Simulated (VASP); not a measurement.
# Li2Cl3 (R-3c) in VASP: single point with PBE

Aim: the single point of Li2Cl3 with PBE.

All numbers are computed with VASP 6.6.1; they aren't measurements. Logs are shortened: lines on timing, memory, paths and dates and some standing lists are left out, and cuts for length are marked.

## 1. The cell of the first run

It takes space group R-3c (No. 167, trigonal). Conventional cell: a = 6.488 Å, b = 6.488 Å, c = 16.227 Å, α = 90.00°, β = 90.00°, γ = 120.00°. Within 3.3 Å of Li (site symmetry 3) lie 6 Cl at 2.46 to 2.64 Å and 1 Li at 3.23 Å. Within 3.2 Å of Cl (site symmetry 2) lie 4 Li at 2.46 to 2.64 Å.

## 2. Single point, PBE

File INCAR:

```
SYSTEM = Li2Cl3
PREC     = Accurate       ! precision mode
ENCUT    = 520            ! plane-wave cutoff, eV
EDIFF    = 1E-7           ! SCF threshold, eV
ISMEAR   = 0              ! smearing method
SIGMA    = 0.1            ! smearing width, eV
LREAL    = .FALSE.        ! projectors in reciprocal space
LASPH    = .TRUE.         ! aspherical terms in the spheres
NELM     = 100            ! most SCF steps
ALGO     = Normal         ! electronic algorithm
ISIF     = 2              ! what is computed and relaxed
LWAVE    = .FALSE.        ! write WAVECAR
LCHARG   = .FALSE.        ! write CHGCAR
GGA      = PE             ! functional
NBANDS   = 38             ! bands
```

File KPOINTS:

```
Automatic mesh
0
G
  6 6 6
  0 0 0
```

File POSCAR:

```
Li2Cl3
1.0
    3.2440456473      1.8729506277      5.4090425290
   -3.2440456473      1.8729506277      5.4090425290
    0.0000000000     -3.7459012555      5.4090425290
Li Cl
4 6
Direct
    0.8493742987      0.8493742987      0.8493742987
    0.6506257013      0.6506257013      0.6506257013
    0.1506257013      0.1506257013      0.1506257013
    0.3493742987      0.3493742987      0.3493742987
    0.0719605673      0.4280394327      0.7500000000
    0.7500000000      0.0719605673      0.4280394327
    0.4280394327      0.7500000000      0.0719605673
    0.9280394327      0.5719605673      0.2500000000
    0.2500000000      0.9280394327      0.5719605673
    0.5719605673      0.2500000000      0.9280394327
```

Potentials or basis: VASP PAW PBE potentials, release 64 (Li_sv, Cl).

Command:

```console
> cat potpaw_PBE.64/Li_sv/POTCAR potpaw_PBE.64/Cl/POTCAR > POTCAR
> mpirun -np 1 vasp_std > vasp.out
```

OUTCAR:

```text
SYSTEM = Li2Cl3
   PREC = Accurate
   ENCUT = 520
   EDIFF = 1E-7
   ISMEAR = 0
   LREAL = .FALSE.
   LASPH = .TRUE.
   NELM = 100
   ISIF = 2
   GGA = PE

 ion  position               nearest neighbor table
   1  0.849  0.849  0.849-   9 2.46  10 2.46   8 2.46
   2  0.651  0.651  0.651-  10 2.46   9 2.46   8 2.46
   3  0.151  0.151  0.151-   6 2.46   7 2.46   5 2.46
   4  0.349  0.349  0.349-   7 2.46   6 2.46   5 2.46
   5  0.072  0.428  0.750-   3 2.46   4 2.46
   6  0.750  0.072  0.428-   3 2.46   4 2.46
   7  0.428  0.750  0.072-   4 2.46   3 2.46
   8  0.928  0.572  0.250-   1 2.46   2 2.46
   9  0.250  0.928  0.572-   1 2.46   2 2.46
  10  0.572  0.250  0.928-   2 2.46   1 2.46

  LATTYP: Found a trigonal (rhomboedric) cell.
 ALAT       =     6.5794769774
 COS(alpha) =     0.5137930465

  Lattice vectors:

 A1 = (   3.2440456473,   1.8729506277,   5.4090425290)
 A2 = (  -3.2440456473,   1.8729506277,   5.4090425290)
 A3 = (   0.0000000000,  -3.7459012555,   5.4090425290)

Analysis of symmetry for initial positions (statically):
=====================================================================
 Subroutine PRICEL returns:
 Original cell was already a primitive cell.

 Routine SETGRP: Setting up the symmetry group for a
 trigonal (rhombohedral) supercell.

 Subroutine GETGRP returns: Found 12 space group operations
 (whereof  6 operations were pure point group operations)
 out of a pool of 12 trial point group operations.

The static configuration has the point symmetry S_6 .
 The point group associated with its full space group is D_3d.

Analysis of symmetry for dynamics (positions and initial velocities):
=====================================================================
 Subroutine PRICEL returns:
 Original cell was already a primitive cell.

 Routine SETGRP: Setting up the symmetry group for a
 trigonal (rhombohedral) supercell.

 Subroutine GETGRP returns: Found 12 space group operations
 (whereof  6 operations were pure point group operations)
 out of a pool of 12 trial point group operations.

The dynamic configuration has the point symmetry S_6 .
 The point group associated with its full space group is D_3d.

 Subroutine INISYM returns: Found 12 space group operations
 (whereof  6 operations are pure point group operations),
 and found     1 'primitive' translations

[... 117 lines left out ...]
   ISYM   =      2    0-nonsym 1-usesym 2-fastsym
   POTIM  = 0.5000    time-step for ionic-motion
   TEBEG  =    0.0;   TEEND  =   0.0 temperature during run
   PSTRESS=    0.0 pullay stress
   NELECT =      54.0000    total number of electrons
   NUPDOWN=      -1.0000    fix difference up-down
   EMIN   =  10.00;   EMAX   =-10.00  energy-range for DOS
   EFERMI =   0.00;   METHOD = LEGACY
   ISMEAR =     0;   SIGMA  =   0.10  broadening in eV -4-tet -1-fermi 0-gaus
   EFERMI_NEDOS =   21; number of points for ismear=-14 and -15
   IALGO  =     38    algorithm
   IMIX   =      4    mixing-type and parameters
     AMIX     =   0.40;   BMIX     =  1.00
     AMIX_MAG =   1.60;   BMIX_MAG =  1.00
  volume/ion in A,a.u.               =      19.72       133.07
  Fermi-wavevector in a.u.,A,eV,Ry     =   1.063109  2.008985 15.377313  1.130201
  Thomas-Fermi vector in A             =   2.198583
   LORBIT       =      0    0 simple, 1 ext, 2 COOP (PROOUT), +10 PAW based schemes
   GGA     = PE    functional components
   LHFCALC =     F    Hartree Fock is set to
   AEXX    =    0.0000 exact exchange contribution
   IVDW    =     0    specifies the selected vdW correction
   LEPSILON=     F    determine dielectric tensor
   LRPA    =     F    only Hartree local field effects (RPA)
 non-spin polarized calculation
 Gauss-broadening in eV      SIGMA  =   0.10
  energy-cutoff  :      520.00
  volume of cell :      197.19
 maximum number of plane-waves:      5332
 NGX is ok and might be reduce to    50
   NGX = 25   NGY = 25   NGZ = 25

 number of electron      54.0000024 magnetization

 Free energy of the ion-electron system (eV)
  ---------------------------------------------------
  ext. energy  EPLUGINS =         0.00000000
  ---------------------------------------------------
  free energy    TOTEN  =       -31.05490410 eV

  energy without entropy =      -30.97916710  energy(sigma->0) =      -31.01703560

 E-fermi :  -0.2166     XC(G=0):  -8.3995

 val. band max:       -0.2205783242   @ k =   0.3333   0.1667   0.1667
 cond. band min:      -0.2152484012   @ k =   0.3333  -0.0000  -0.0000
 fundamental gap:      0.0053299230
 Fermi energy:        -0.2165648103

 k-point     1 :       0.0000    0.0000    0.0000
  band No.  band energies     occupation
      1     -43.5868      2.00000
      2     -43.5857      2.00000
      3     -43.5847      2.00000
      4     -43.5840      2.00000
      5     -13.6772      2.00000
      6     -12.9988      2.00000
[... 973 lines left out ...]
     37       9.9488      0.00000
     38      10.0894      0.00000

 [... further k-points ...]

------------------------ aborting loop because EDIFF is reached ----------------------------------------

  FORCE on cell =-STRESS in cart. coord.  units (eV):
  Direction    XX          YY          ZZ          XY          YZ          ZX
  --------------------------------------------------------------------------------------
  -------------------------------------------------------------------------------------
  Total       -0.0970283     -0.0970283     -0.1018338      0.0000000      0.0000000      0.0000000
  in kB       -0.7883593     -0.7883593     -0.8274039      0.0000000      0.0000000      0.0000000
  external PRESSURE =      -0.8013742 kB  Pullay stress =       0.0000000 kB

 VOLUME and BASIS-vectors are now :
 -----------------------------------------------------------------------------
  energy-cutoff  :      520.00
  volume of cell :      197.19
      direct lattice vectors                 reciprocal lattice vectors
     3.244045647  1.872950628  5.409042529     0.154128534  0.088986151  0.061625201
    -3.244045647  1.872950628  5.409042529    -0.154128534  0.088986151  0.061625201
     0.000000000 -3.745901256  5.409042529     0.000000000 -0.177972301  0.061625201

 POSITION                                       TOTAL-FORCE (eV/Angst)
 -----------------------------------------------------------------------------------
      0.00000     -0.00000     13.78291         0.000000     -0.000000      0.001859
      0.00000     -0.00000     10.55779         0.000000      0.000000     -0.001859
      0.00000     -0.00000      2.44422         0.000000      0.000000     -0.001859
      0.00000     -0.00000      5.66934         0.000000     -0.000000      0.001859
     -1.15514     -1.87295      6.76130        -0.002017      0.000000     -0.000000
      2.19959     -0.06390      6.76130         0.001008     -0.001747      0.000000
     -1.04445      1.93685      6.76130         0.001008      0.001747      0.000000
      1.15514      1.87295      9.46582         0.002017     -0.000000     -0.000000
     -2.19959      0.06390      9.46582        -0.001008      0.001747      0.000000
      1.04445     -1.93685      9.46582        -0.001008     -0.001747      0.000000
 -----------------------------------------------------------------------------------
    total drift:                                0.000000      0.000000      0.000000

  FREE ENERGIE OF THE ION-ELECTRON SYSTEM (eV)
  ---------------------------------------------------
  free  energy   TOTEN  =       -31.0549040953 eV

  energy  without entropy=      -30.9791670999  energy(sigma->0) =      -31.01703560
```

OSZICAR:

```text
N       E                     dE             d eps       ncg     rms          rms(c)
DAV:   1     0.429319044771E+03    0.42932E+03   -0.23474E+04  2432   0.137E+03
DAV:   2     0.167239655143E+02   -0.41260E+03   -0.39791E+03  3106   0.304E+02
DAV:   3    -0.272513209585E+02   -0.43975E+02   -0.43625E+02  3332   0.945E+01
DAV:   4    -0.308186414096E+02   -0.35673E+01   -0.35401E+01  4584   0.250E+01
DAV:   5    -0.312231585197E+02   -0.40452E+00   -0.40443E+00  3664   0.506E+00    0.490E+00
DAV:   6    -0.310392572856E+02    0.18390E+00   -0.38289E-01  3336   0.255E+00    0.319E+00
DAV:   7    -0.310423055462E+02   -0.30483E-02   -0.24197E-01  3432   0.192E+00    0.118E+00
DAV:   8    -0.310536204704E+02   -0.11315E-01   -0.37984E-02  3568   0.846E-01    0.161E-01
DAV:   9    -0.310543809898E+02   -0.76052E-03   -0.26403E-03  3680   0.210E-01    0.949E-02
DAV:  10    -0.310548905336E+02   -0.50954E-03   -0.79162E-04  2928   0.132E-01    0.255E-02
DAV:  11    -0.310548976239E+02   -0.70903E-05   -0.44493E-05  3592   0.308E-02    0.197E-02
DAV:  12    -0.310549012415E+02   -0.36176E-05   -0.65629E-06  3360   0.112E-02    0.629E-03
DAV:  13    -0.310549035912E+02   -0.23498E-05   -0.30901E-06  2952   0.763E-03    0.211E-03
DAV:  14    -0.310549041368E+02   -0.54555E-06   -0.28221E-07  3088   0.240E-03    0.111E-03
DAV:  15    -0.310549040953E+02    0.41466E-07   -0.74998E-08  2336   0.141E-03
   1 F= -.31054904E+02 E0= -.31017036E+02  d E =-.757370E-01
```

Run time: 3.5 min. Hardware: 1 thread of Intel Xeon Platinum 8559C (Emerald Rapids), shared host; peak memory 0.42 GiB.

What came out:

| Property | Result |
| --- | --- |
| Free energy | -31.0549 eV |
| Band gap on the k mesh | zero (bands 27 and 28 overlap by 0.31 eV) |

Forces on the atoms (eV/Å):
```
Li   0.000  0.000  0.002
Li   0.000  0.000 -0.002
Li   0.000  0.000 -0.002
Li   0.000  0.000  0.002
Cl  -0.002  0.000  0.000
Cl   0.001 -0.002  0.000
Cl   0.001  0.002  0.000
Cl   0.002  0.000  0.000
Cl  -0.001  0.002  0.000
Cl  -0.001 -0.002  0.000
```

Caveat: the cutoff is under 1.25 times the usual one of these potentials, so pressure, stress and relaxed cells hold a basis-set (Pulay) error.
